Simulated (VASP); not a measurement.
**Pt: single point with LDA**

The system is Pt.

```
Pt
1.0
    -1.55058    1.55058    1.55058
     1.55058   -1.55058    1.55058
     1.55058    1.55058   -1.55058
Pt
1
Direct
  0.00000 0.00000 0.00000
```

This isn't the form of Pt at room conditions, which is fcc.

```
Program             : VASP 6.6.1
Task                : single point
Functional          : LDA
Potentials or basis : VASP PAW LDA potentials, release 64 (Pt)
Cutoff              : 500 eV
k mesh              : 18 × 18 × 18
Occupations         : fermi-dirac, width 0.05 eV
Spin                : no spin polarisation
```

```
Pressure               : 0.8 GPa
Band gap on the k mesh : zero (bands 5 and 6 overlap by 2.32 eV)
```

Levels at points of the mesh, in eV from the Fermi level:
| k point | band 3 | band 4 | band 5 | band 6 | band 7 | band 8 |
| --- | --- | --- | --- | --- | --- | --- |
| (0.00, 0.00, 0.00) | -3.88 | -3.88 | -1.11 | -1.11 | 17.00 | 17.00 |
| (0.50, 0.00, 0.00) | -1.31 | -0.74 | 0.04 | 1.13 | 6.76 | 13.20 |
| (0.50, 0.50, 0.50) | 0.55 | 0.55 | 0.55 | 7.72 | 7.72 | 7.72 |

Run time: 11 s on 1 thread of AMD EPYC 9R45 96-Core Processor (Zen 5), with other jobs on the host, peak memory 0.11 GiB.

Caveat: spin-orbit coupling is left out, which moves the levels of the heavy elements.
